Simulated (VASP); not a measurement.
# TiO2 (P4_2/mnm) in VASP: further runs, part 2 of 2

VASP 6.6.1.

## 3. Single point, PBE (11.79 Å³/atom)

Input file INCAR:

```
PREC = Accurate
ENCUT = 520
EDIFF = 1E-6
ISMEAR = 0
SIGMA = 0.05
LREAL = F
LASPH = T
NELM = 100
ALGO = Normal
ISIF = 2
LWAVE = F
LCHARG = T
GGA = PE
LELF = T
LVHAR = T
NBANDS = 33
```

Input file KPOINTS:

```
Automatic mesh
0
Gamma
  8 8 10
```

Input file POSCAR:

```
TiO2
1.0
    4.8029801966      0.0000000000      0.0000000000
    0.0000000000      4.8029801966      0.0000000000
    0.0000000000      0.0000000000      3.0657232108
Ti O
2 4
Direct
    0.0000000000      0.0000000000      0.0000000000
    0.5000000000      0.5000000000      0.5000000000
    0.3050970583      0.3050970583      0.0000000000
    0.1949029417      0.8050970583      0.5000000000
    0.6949029417      0.6949029417      0.0000000000
    0.8050970583      0.1949029417      0.5000000000
```

Potentials or basis: VASP PAW PBE potentials, release 64 (Ti_sv, O).

Launch:

```
$ cat potpaw_PBE.64/Ti_sv/POTCAR potpaw_PBE.64/O/POTCAR > POTCAR
$ mpirun -np 1 vasp_std > vasp.out
```

OUTCAR:

```text
PREC = Accurate
   ENCUT = 520
   EDIFF = 1E-6
   ISMEAR = 0
   LREAL = F
   LASPH = T
   NELM = 100
   ISIF = 2
   GGA = PE

 ion  position               nearest neighbor table
   1  0.000  0.000  0.000-   4 2.03   6 2.03   4 2.03   6 2.03   5 2.07   3 2.07
   2  0.500  0.500  0.500-   3 2.03   5 2.03   3 2.03   5 2.03   4 2.07   6 2.07
   3  0.305  0.305  0.000-   2 2.03   2 2.03   1 2.07
   4  0.195  0.805  0.500-   1 2.03   1 2.03   2 2.07
   5  0.695  0.695  0.000-   2 2.03   2 2.03   1 2.07
   6  0.805  0.195  0.500-   1 2.03   1 2.03   2 2.07

  LATTYP: Found a simple tetragonal cell.
 ALAT       =     4.8029801966
 C/A-ratio  =     0.6382960340

  Lattice vectors:

 A1 = (   4.8029801966,   0.0000000000,   0.0000000000)
 A2 = (   0.0000000000,   4.8029801966,   0.0000000000)
 A3 = (   0.0000000000,   0.0000000000,   3.0657232108)

Analysis of symmetry for initial positions (statically):
=====================================================================
 Subroutine PRICEL returns:
 Original cell was already a primitive cell.

 Routine SETGRP: Setting up the symmetry group for a
 simple tetragonal supercell.

 Subroutine GETGRP returns: Found 16 space group operations
 (whereof  8 operations were pure point group operations)
 out of a pool of 16 trial point group operations.

The static configuration has the point symmetry D_2h.
 The point group associated with its full space group is D_4h.

Analysis of symmetry for dynamics (positions and initial velocities):
=====================================================================
 Subroutine PRICEL returns:
 Original cell was already a primitive cell.

 Routine SETGRP: Setting up the symmetry group for a
 simple tetragonal supercell.

 Subroutine GETGRP returns: Found 16 space group operations
 (whereof  8 operations were pure point group operations)
 out of a pool of 16 trial point group operations.

The dynamic configuration has the point symmetry D_2h.
 The point group associated with its full space group is D_4h.
[... 130 lines left out ...]
  Thomas-Fermi vector in A             =   2.557638
   LORBIT       =      0    0 simple, 1 ext, 2 COOP (PROOUT), +10 PAW based schemes
   GGA     = PE    functional components
   LHFCALC =     F    Hartree Fock is set to
   AEXX    =    0.0000 exact exchange contribution
   IVDW    =     0    specifies the selected vdW correction
   LEPSILON=     F    determine dielectric tensor
   LRPA    =     F    only Hartree local field effects (RPA)
 non-spin polarized calculation
 Gauss-broadening in eV      SIGMA  =   0.05
  energy-cutoff  :      520.00
  volume of cell :       70.72
 maximum number of plane-waves:      1932
 NGX is ok and might be reduce to    36
   NGX = 17   NGY = 17   NGZ = 11

 number of electron      47.9999986 magnetization

 Free energy of the ion-electron system (eV)
  ---------------------------------------------------
  ext. energy  EPLUGINS =         0.00000000
  ---------------------------------------------------
  free energy    TOTEN  =       -53.27990085 eV

  energy without entropy =      -53.27990085  energy(sigma->0) =      -53.27990085

 E-fermi :   3.9818     XC(G=0): -10.7574

 val. band max:        3.5993582542   @ k =   0.0000   0.0000   0.0000
 cond. band min:       5.1894469549   @ k =   0.0000   0.0000   0.0000
 fundamental gap:      1.5900887007
 Fermi energy:         3.9817923251

 k-point     1 :       0.0000    0.0000    0.0000
  band No.  band energies     occupation
      1     -53.7099      2.00000
      2     -53.7015      2.00000
      3     -29.9179      2.00000
      4     -29.9179      2.00000
      5     -29.8214      2.00000
      6     -29.8214      2.00000
[... 853 lines left out ...]
     32       8.4566      0.00000
     33       8.9593      0.00000

 [... further k-points ...]

------------------------ aborting loop because EDIFF is reached ----------------------------------------

  FORCE on cell =-STRESS in cart. coord.  units (eV):
  Direction    XX          YY          ZZ          XY          YZ          ZX
  --------------------------------------------------------------------------------------
  -------------------------------------------------------------------------------------
  Total       -7.1869853     -7.1869853     -9.3737677      0.0000000      0.0000000      0.0000000
  in kB     -162.8181466   -162.8181466   -212.3587863      0.0000000      0.0000000      0.0000000
  external PRESSURE =    -179.3316932 kB  Pullay stress =       0.0000000 kB

 VOLUME and BASIS-vectors are now :
 -----------------------------------------------------------------------------
  energy-cutoff  :      520.00
  volume of cell :       70.72
      direct lattice vectors                 reciprocal lattice vectors
     4.802980197  0.000000000  0.000000000     0.208204065  0.000000000  0.000000000
     0.000000000  4.802980197  0.000000000     0.000000000  0.208204065  0.000000000
     0.000000000  0.000000000  3.065723211     0.000000000  0.000000000  0.326187308

 POSITION                                       TOTAL-FORCE (eV/Angst)
 -----------------------------------------------------------------------------------
      0.00000      0.00000      0.00000         0.000000     -0.000000      0.000000
      2.40149      2.40149      1.53286         0.000000     -0.000000      0.000000
      1.46538      1.46538      0.00000         0.311005      0.311005     -0.000000
      0.93611      3.86687      1.53286        -0.311005      0.311005     -0.000000
      3.33761      3.33761      0.00000        -0.311005     -0.311005      0.000000
      3.86687      0.93611      1.53286         0.311005     -0.311005      0.000000
 -----------------------------------------------------------------------------------
    total drift:                               -0.000000      0.000000     -0.000000

  FREE ENERGIE OF THE ION-ELECTRON SYSTEM (eV)
  ---------------------------------------------------
  free  energy   TOTEN  =       -53.2799008520 eV

  energy  without entropy=      -53.2799008520  energy(sigma->0) =      -53.27990085
```

OSZICAR:

```text
N       E                     dE             d eps       ncg     rms          rms(c)
[... 17 lines left out ...]
DAV:  18    -0.533351979985E+02    0.14630E-01   -0.38255E-03  6335   0.292E-01    0.204E+00
DAV:  19    -0.532842431474E+02    0.50955E-01   -0.13257E-01  6297   0.170E+00    0.629E-01
DAV:  20    -0.532801640566E+02    0.40791E-02   -0.17168E-02  8381   0.586E-01    0.188E-01
DAV:  21    -0.532799849876E+02    0.17907E-03   -0.58178E-04  8197   0.113E-01    0.110E-01
DAV:  22    -0.532799625503E+02    0.22437E-04   -0.49184E-05  7661   0.736E-02    0.744E-02
DAV:  23    -0.532799019379E+02    0.60612E-04   -0.23338E-04  6422   0.760E-02    0.230E-02
DAV:  24    -0.532799006503E+02    0.12876E-05   -0.24459E-05  6980   0.238E-02    0.969E-03
DAV:  25    -0.532799008520E+02   -0.20176E-06   -0.54159E-07  3439   0.592E-03
   1 F= -.53279901E+02 E0= -.53279901E+02  d E =-.172611E-29
```

Wall time 5.3 min (1 thread of Intel Xeon 8259CL, shared host); peak memory 0.29 GiB.

Results:

```
Free energy            : -53.2799 eV
Pressure               : -17.9 GPa
Largest force          : 0.440 eV/Å
Band gap on the k mesh : 1.59 eV
```

Forces in eV/Å, atoms in the order of the input:
```
Ti   0.000  0.000  0.000
Ti   0.000  0.000  0.000
O    0.311  0.311  0.000
O   -0.311  0.311  0.000
O   -0.311 -0.311  0.000
O    0.311 -0.311  0.000
```

Stress tensor (GPa, compression positive):
```
-16.28   0.00   0.00
  0.00 -16.28   0.00
  0.00   0.00 -21.24
```

Caveat: the cell stands under tension.

## 4. Single point, PBE (11.22 Å³/atom)

This run uses another cell than the first one, of 11.22 Å³/atom.

Input file INCAR:

```
SYSTEM = TiO2
PREC = Accurate ; ENCUT = 910
EDIFF = 1E-6 ; ISMEAR = 0
SIGMA = 0.05 ; LREAL = .FALSE.
LASPH = .TRUE. ; NELM = 120
ALGO = Normal ; ISIF = 2
LWAVE = .FALSE. ; LCHARG = .TRUE.
GGA = PE ; LELF = .TRUE.
LVHAR = .TRUE. ; NBANDS = 33
GGA_COMPAT = .FALSE.
```

Input file KPOINTS:

```
regular mesh
0
G
  8 8 10
  0 0 0
```

Edit POSCAR of step 3 so:

```diff
@@ -2,5 +2,5 @@
 1.0
-    4.8029801966      0.0000000000      0.0000000000
-    0.0000000000      4.8029801966      0.0000000000
-    0.0000000000      0.0000000000      3.0657232108
+    4.9182902157      0.0000000000      0.0000000000
+    0.0000000000      4.9182902157      0.0000000000
+    0.0000000000      0.0000000000      2.7827686040
 Ti O
```

Potentials or basis: VASP PAW PBE potentials, release 64 (Ti_sv, O_h).

Launch:

```
$ cat potpaw_PBE.64/Ti_sv/POTCAR potpaw_PBE.64/O_h/POTCAR > POTCAR
$ mpirun -np 1 vasp_std > vasp.out
```

Wall time 5.7 min (1 thread of Intel Xeon Platinum 8375C at 2.90GHz (Ice Lake), shared host); peak memory 0.5 GiB.

Results (log left out):

* Free energy: -53.1751 eV
* Pressure: -4.3 GPa
* Largest force: 0.420 eV/Å
* Band gap on the k mesh: 1.83 eV (least direct gap 1.85 eV)

Forces in eV/Å, atoms in the order of the input:
```
Ti   0.000  0.000  0.000
Ti   0.000  0.000  0.000
O    0.297  0.297  0.000
O   -0.297  0.297  0.000
O   -0.297 -0.297  0.000
O    0.297 -0.297  0.000
```

Stress tensor (GPa, compression positive):
```
-14.41   0.00   0.00
  0.00 -14.41   0.00
  0.00   0.00  15.95
```

Levels at points of the mesh, in eV from the valence-band top:
```tsv
k point	band 21	band 22	band 23	band 24	band 25	band 26	band 27	band 28
(0.00, 0.00, 0.00)	-0.26	-0.26	-0.10	-0.01	1.84	1.97	3.04	3.04
(0.50, 0.00, 0.00)	-0.57	-0.57	-0.53	-0.53	2.45	2.45	3.32	3.32
(0.50, 0.50, 0.00)	-0.85	-0.85	-0.39	-0.39	1.83	1.83	3.04	3.04
(0.00, 0.00, 0.50)	-1.43	-1.43	-1.23	-1.23	2.98	2.98	3.55	3.55
(0.50, 0.00, 0.50)	-1.74	-1.74	-0.64	-0.64	2.18	2.18	3.80	3.80
(0.50, 0.50, 0.50)	-0.76	-0.76	-0.61	-0.61	2.77	2.77	3.21	3.21
```

Caveat: the cutoff is under 1.25 times the usual one of these potentials, so pressure, stress and relaxed cells hold a basis-set (Pulay) error; the cell stands under tension. A k mesh can miss the band edges.

## 5. The runs side by side

| potentials or basis | cell | cutoff (eV) | gap on the mesh (eV) | pressure (GPa) | largest force (eV/Å) |
| --- | --- | --- | --- | --- | --- |
| VASP PAW PBE potentials, release 64 (Ti_sv, O) | a = 4.676, b = 4.676, c = 3.234 Å, 6 atoms | 520 | 1.50 | -19.7 | 0.11 |
| VASP PAW PBE potentials, release 64 (Ti_sv, O) | a = 4.803, b = 4.803, c = 3.066 Å, 6 atoms | 520 | 1.59 | -17.9 | 0.44 |
| VASP PAW PBE potentials, release 64 (Ti_sv, O_h) | a = 4.918, b = 4.918, c = 2.783 Å, 6 atoms | 910 | 1.83 | -4.3 | 0.42 |

Alike in all rows: task single point; level PBE; no spin polarisation; k mesh 8 × 8 × 10; smearing gaussian 0.05 eV.

Caveats: the cell stands under tension; the cutoff is under 1.25 times the usual one of these potentials, so pressure, stress and relaxed cells hold a basis-set (Pulay) error (at least some runs).

Total energies depend on the potentials used, so only differences within one code and one set of settings carry meaning.
